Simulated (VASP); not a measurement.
# BP (F-43m) in VASP: further runs

Runs on BP. Level: PBE. Tasks: single point, relaxation of cell and atoms.

All numbers are computed with VASP 6.6.1; they aren't measurements. Logs are shortened: lines on timing, memory, paths and dates and some standing lists are left out, and cuts for length are marked.

**1. The cell of the first run**

It takes space group F-43m (No. 216, cubic). The conventional cell has a = 4.532 Å, b = 4.532 Å, c = 4.532 Å, α = 90.00°, β = 90.00°, γ = 90.00°. B (site symmetry -43m) has 4 P at 1.96 Å within 2.6 Å. P (site symmetry -43m) has 4 B at 1.96 Å within 2.6 Å.

**2. Single point, PBE**

INCAR reads:

```
SYSTEM = BP
PREC = Accurate
ENCUT = 500
EDIFF = 1E-6
ISMEAR = 0
SIGMA = 0.1
LREAL = .False.
LASPH = .True.
NELM = 120
ALGO = Normal
ISIF = 2
LWAVE = .False.
LCHARG = .False.
GGA = PE
NBANDS = 11
GGA_COMPAT = .False.
```

KPOINTS reads:

```
Automatic mesh
0
Gamma
  6 6 6
  0 0 0
```

POSCAR reads:

```
BP
1.0
    0.0000000000      2.2660722700      2.2660722700
    2.2660722700      0.0000000000      2.2660722700
    2.2660722700      2.2660722700      0.0000000000
B P
1 1
Direct
    0.0000000000      0.0000000000      0.0000000000
    0.2500000000      0.2500000000      0.2500000000
```

Potentials or basis: VASP PAW PBE potentials, release 64 (B, P).

Run with:

```bash
$ cat potpaw_PBE.64/B/POTCAR potpaw_PBE.64/P/POTCAR > POTCAR
$ mpirun -np 1 vasp_std > vasp.out
```

OUTCAR:

```text
SYSTEM = BP
   PREC = Accurate
   ENCUT = 500
   EDIFF = 1E-6
   ISMEAR = 0
   LREAL = .False.
   LASPH = .True.
   NELM = 120
   ISIF = 2
   GGA = PE

 ion  position               nearest neighbor table
   1  0.000  0.000  0.000-   2 1.96   2 1.96   2 1.96   2 1.96
   2  0.250  0.250  0.250-   1 1.96   1 1.96   1 1.96   1 1.96

  LATTYP: Found a face centered cubic cell.
 ALAT       =     4.5321445400

  Lattice vectors:

 A1 = (   0.0000000000,   2.2660722700,   2.2660722700)
 A2 = (   2.2660722700,   0.0000000000,   2.2660722700)
 A3 = (   2.2660722700,   2.2660722700,   0.0000000000)

Analysis of symmetry for initial positions (statically):
=====================================================================
 Subroutine PRICEL returns:
 Original cell was already a primitive cell.

 Routine SETGRP: Setting up the symmetry group for a
 face centered cubic supercell.

 Subroutine GETGRP returns: Found 24 space group operations
 (whereof 24 operations were pure point group operations)
 out of a pool of 48 trial point group operations.

The static configuration has the point symmetry T_d .

Analysis of symmetry for dynamics (positions and initial velocities):
=====================================================================
 Subroutine PRICEL returns:
 Original cell was already a primitive cell.

 Routine SETGRP: Setting up the symmetry group for a
 face centered cubic supercell.

 Subroutine GETGRP returns: Found 24 space group operations
 (whereof 24 operations were pure point group operations)
 out of a pool of 48 trial point group operations.

The dynamic configuration has the point symmetry T_d .

 Subroutine INISYM returns: Found 24 space group operations
 (whereof 24 operations are pure point group operations),
 and found     1 'primitive' translations

----------------------------------------------------------------------------------------

                                     Primitive cell

  volume of cell :      23.2729

  direct lattice vectors                    reciprocal lattice vectors
     0.000000000  2.266072270  2.266072270    -0.220646096  0.220646096  0.220646096
     2.266072270  0.000000000  2.266072270     0.220646096 -0.220646096  0.220646096
     2.266072270  2.266072270  0.000000000     0.220646096  0.220646096 -0.220646096

  length of vectors
     3.204710138  3.204710138  3.204710138     0.382170249  0.382170249  0.382170249

  position of ions in fractional coordinates (direct lattice)
     0.000000000  0.000000000  0.000000000
[... 76 lines left out ...]
   ISYM   =      2    0-nonsym 1-usesym 2-fastsym
   POTIM  = 0.5000    time-step for ionic-motion
   TEBEG  =    0.0;   TEEND  =   0.0 temperature during run
   PSTRESS=    0.0 pullay stress
   NELECT =       8.0000    total number of electrons
   NUPDOWN=      -1.0000    fix difference up-down
   EMIN   =  10.00;   EMAX   =-10.00  energy-range for DOS
   EFERMI =   0.00;   METHOD = LEGACY
   ISMEAR =     0;   SIGMA  =   0.10  broadening in eV -4-tet -1-fermi 0-gaus
   EFERMI_NEDOS =   21; number of points for ismear=-14 and -15
   IALGO  =     38    algorithm
   IMIX   =      4    mixing-type and parameters
     AMIX     =   0.40;   BMIX     =  1.00
     AMIX_MAG =   1.60;   BMIX_MAG =  1.00
  volume/ion in A,a.u.               =      11.64        78.53
  Fermi-wavevector in a.u.,A,eV,Ry     =   1.146800  2.167138 17.893710  1.315151
  Thomas-Fermi vector in A             =   2.283483
   LORBIT       =      0    0 simple, 1 ext, 2 COOP (PROOUT), +10 PAW based schemes
   GGA     = PE    functional components
   LHFCALC =     F    Hartree Fock is set to
   AEXX    =    0.0000 exact exchange contribution
   IVDW    =     0    specifies the selected vdW correction
   LEPSILON=     F    determine dielectric tensor
   LRPA    =     F    only Hartree local field effects (RPA)
 non-spin polarized calculation
 Gauss-broadening in eV      SIGMA  =   0.10
  energy-cutoff  :      500.00
  volume of cell :       23.27
 maximum number of plane-waves:       609
   NGX = 11   NGY = 11   NGZ = 11

 number of electron       8.0000000 magnetization

 Free energy of the ion-electron system (eV)
  ---------------------------------------------------
  ext. energy  EPLUGINS =         0.00000000
  ---------------------------------------------------
  free energy    TOTEN  =       -12.91222688 eV

  energy without entropy =      -12.91222688  energy(sigma->0) =      -12.91222688

 E-fermi :   7.9663     XC(G=0): -10.9210

 val. band max:        7.4850949576   @ k =   0.0000   0.0000   0.0000
 cond. band min:       8.8062899905   @ k =   0.5000   0.5000   0.0000
 fundamental gap:      1.3211950329
 Fermi energy:         7.9663145259

 k-point     1 :       0.0000    0.0000    0.0000
  band No.  band energies     occupation
      1      -8.0121      2.00000
      2       7.4851      2.00000
      3       7.4851      2.00000
      4       7.4851      2.00000
      5      10.8887      0.00000
      6      10.8887      0.00000
      7      10.8887      0.00000
      8      14.9186      0.00000
      9      19.0222      0.00000
     10      19.6208      0.00000
     11      19.6208      0.00000
[... 197 lines left out ...]
 k-point    16 :      -0.3333    0.5000    0.1667
  band No.  band energies     occupation
      1      -2.9351      2.00000
      2      -0.7574      2.00000
      3       2.1627      2.00000
      4       2.2859      2.00000
      5      11.3150      0.00000
      6      11.9396      0.00000
      7      16.6344      0.00000
      8      17.2925      0.00000
      9      20.4562      0.00000
     10      23.7154      0.00000
     11      24.0129      0.00000

------------------------ aborting loop because EDIFF is reached ----------------------------------------

  FORCE on cell =-STRESS in cart. coord.  units (eV):
  Direction    XX          YY          ZZ          XY          YZ          ZX
  --------------------------------------------------------------------------------------
  -------------------------------------------------------------------------------------
  Total        0.2434674      0.2434674      0.2434674      0.0000000     -0.0000000      0.0000000
  in kB       16.7610104     16.7610104     16.7610104      0.0000000     -0.0000000      0.0000000
  external PRESSURE =      16.7610104 kB  Pullay stress =       0.0000000 kB

 VOLUME and BASIS-vectors are now :
 -----------------------------------------------------------------------------
  energy-cutoff  :      500.00
  volume of cell :       23.27
      direct lattice vectors                 reciprocal lattice vectors
     0.000000000  2.266072270  2.266072270    -0.220646096  0.220646096  0.220646096
     2.266072270  0.000000000  2.266072270     0.220646096 -0.220646096  0.220646096
     2.266072270  2.266072270  0.000000000     0.220646096  0.220646096 -0.220646096

 POSITION                                       TOTAL-FORCE (eV/Angst)
 -----------------------------------------------------------------------------------
      0.00000      0.00000      0.00000        -0.000000      0.000000      0.000000
      1.13304      1.13304      1.13304         0.000000      0.000000     -0.000000
 -----------------------------------------------------------------------------------
    total drift:                                0.000000      0.000000      0.000000

  FREE ENERGIE OF THE ION-ELECTRON SYSTEM (eV)
  ---------------------------------------------------
  free  energy   TOTEN  =       -12.9122268768 eV

  energy  without entropy=      -12.9122268768  energy(sigma->0) =      -12.91222688
```

Run time: 6.5 s. Hardware: 1 thread of Intel Xeon 8259CL, shared host; peak memory 0.13 GiB.

What came out:

* Free energy: -12.9122 eV
* Pressure: 1.7 GPa
* Band gap on the k mesh: 1.32 eV, indirect (least direct gap 3.40 eV)

Levels at points of the mesh, in eV from the valence-band top:
| k point | band 2 | band 3 | band 4 | band 5 | band 6 | band 7 |
| --- | --- | --- | --- | --- | --- | --- |
| (0.00, 0.00, 0.00) | 0.00 | 0.00 | 0.00 | 3.40 | 3.40 | 3.40 |
| (0.50, 0.00, 0.00) | -9.06 | -1.76 | -1.76 | 3.80 | 4.71 | 4.71 |
| (0.50, 0.50, 0.00) | -8.60 | -4.13 | -4.13 | 1.32 | 1.65 | 12.16 |

A k mesh can miss the band edges. Expect the measured gap to be larger: semilocal functionals such as PBE lack the derivative discontinuity.

**3. Single point, PBE**

This run uses another cell than the first one, of 11.76 Å³/atom, 1.011 times its volume.

INCAR reads:

```
PREC = Accurate ; ENCUT = 500
EDIFF = 1E-6 ; ISMEAR = 0
SIGMA = 0.02 ; LREAL = F
LASPH = T ; NELM = 120
ALGO = Normal ; ISIF = 2
LWAVE = F ; LCHARG = T
GGA = PE ; LELF = T
LVHAR = T ; NBANDS = 11
GGA_COMPAT = F
```

KPOINTS reads:

```
Automatic mesh
0
Gamma
  10 10 10
```

POSCAR reads:

```
BP
1.0
    0.0000000000      2.2740964198      2.2740964198
    2.2740964198      0.0000000000      2.2740964198
    2.2740964198      2.2740964198      0.0000000000
B P
1 1
Direct
    0.0000000000      0.0000000000      0.0000000000
    0.2500000000      0.2500000000      0.2500000000
```

Potentials or basis: VASP PAW PBE potentials, release 64 (B, P).

Run with:

```bash
$ cat potpaw_PBE.64/B/POTCAR potpaw_PBE.64/P/POTCAR > POTCAR
$ mpirun -np 1 vasp_std > vasp.out
```

Wall time 14 s (1 thread of Intel Xeon 8259CL, shared host); peak memory 0.14 GiB.

The run converged. Its results:

| Item | Value |
| --- | --- |
| Free energy | -12.9306 eV |
| Pressure | -0.2 GPa |
| Band gap on the k mesh | 1.25 eV, indirect (least direct gap 3.39 eV) |

Levels at points of the mesh, in eV from the valence-band top:
| k point | band 1 | band 2 | band 3 | band 4 | band 5 | band 6 | band 7 | band 8 |
| --- | --- | --- | --- | --- | --- | --- | --- | --- |
| (0.00, 0.00, 0.00) | -15.40 | 0.00 | 0.00 | 0.00 | 3.39 | 3.39 | 3.39 | 7.27 |
| (0.50, 0.00, 0.00) | -12.10 | -8.99 | -1.75 | -1.75 | 3.74 | 4.71 | 4.71 | 10.10 |
| (0.50, 0.50, 0.00) | -10.58 | -8.55 | -4.09 | -4.09 | 1.35 | 1.67 | 12.06 | 12.06 |

A k mesh can miss the band edges. PBE gaps usually lie below the measured ones, often by a third to a half.

**4. Relaxation of cell and atoms, PBE**

INCAR reads:

```
SYSTEM = BP
PREC = Accurate ; ENCUT = 500
EDIFF = 1E-7 ; ISMEAR = 0
SIGMA = 0.02 ; LREAL = .False.
LASPH = .True. ; NELM = 120
ALGO = Normal ; ISIF = 3
LWAVE = .False. ; LCHARG = .False.
GGA = PE ; IBRION = 2
NSW = 100 ; EDIFFG = -0.01
GGA_COMPAT = .False. ; NELMIN = 4
```

KPOINTS reads:

```
Automatic mesh
0
Gamma
  10 10 10
  0 0 0
```

POSCAR reads:

```
BP
1.0
    0.0000000000      2.2660722700      2.2660722700
    2.2660722700      0.0000000000      2.2660722700
    2.2660722700      2.2660722700      0.0000000000
B P
1 1
Direct
    0.0000000000      0.0000000000      0.0000000000
    0.2500000000      0.2500000000      0.2500000000
```

Run with:

```bash
$ cat potpaw_PBE.64/B/POTCAR potpaw_PBE.64/P/POTCAR > POTCAR
$ mpirun -np 1 vasp_std > vasp.out
```

It took 23 s on 1 thread of Intel Xeon 8259CL, shared host; peak memory 0.13 GiB.

Results (log left out):

* Free energy: -12.9305 eV
* Relaxed volume: 11.75 Å³/atom
* Relaxed cell: a = 3.215 Å, b = 3.215 Å, c = 3.215 Å, α = 60.00°, β = 60.00°, γ = 60.00°
* Space group after relaxing (to 0.05 Å): F-43m (No. 216)
* Energy gained by relaxing: 0.5 meV/atom
* Ionic steps: 3
* Pressure after relaxing: 0.0 GPa
* Band gap on the k mesh: 1.25 eV, indirect (least direct gap 3.39 eV)

Step by step:
```tsv
step	energy change (eV)	largest force (eV/Å)	pressure (GPa)	volume (Å³)
1	0.0000	0.0000	1.55	23.27
2	-0.0005	0.0000	-1.09	23.65
3	-0.0011	0.0000	0.01	23.49
```

Final structure:
```yaml
crystal:
  lattice:
    - [0.00000, 2.27317, 2.27317]
    - [2.27317, 0.00000, 2.27317]
    - [2.27317, 2.27317, 0.00000]
  atoms:
    - { symbol: B, position: [0.00000, 0.00000, 0.00000] }
    - { symbol: P, position: [0.25000, 0.25000, 0.25000] }
```

Levels at points of the mesh, in eV from the valence-band top:
```
           k point  band 2  band 3  band 4  band 5  band 6  band 7
(0.00, 0.00, 0.00)    0.00    0.00    0.00    3.39    3.39    3.39
(0.50, 0.00, 0.00)   -8.99   -1.75   -1.75    3.75    4.71    4.71
(0.50, 0.50, 0.00)   -8.55   -4.09   -4.09    1.34    1.66   12.07
```

A k mesh can miss the band edges. Expect the measured gap to be larger: semilocal functionals such as PBE lack the derivative discontinuity.

**5. The runs side by side**

```csv
task,cell,k mesh,smearing,gap on the mesh (eV),pressure (GPa)
single point,"a = 3.205 Å, angles 60.0°, 2 atoms",6 × 6 × 6,gaussian 0.1 eV,1.32,1.7
single point,"a = 3.216 Å, angles 60.0°, 2 atoms",10 × 10 × 10,gaussian 0.02 eV,1.25,-0.2
relaxation of cell and atoms,"relaxed from a = 3.205 Å, angles 60.0°, 2 atoms",10 × 10 × 10,gaussian 0.02 eV,1.25,0.0
```

Alike in all rows: level PBE; potentials or basis VASP PAW PBE potentials, release 64 (B, P); no spin polarisation; cutoff (eV) 500.

Absolute energies hang on the potentials; compare differences alone.
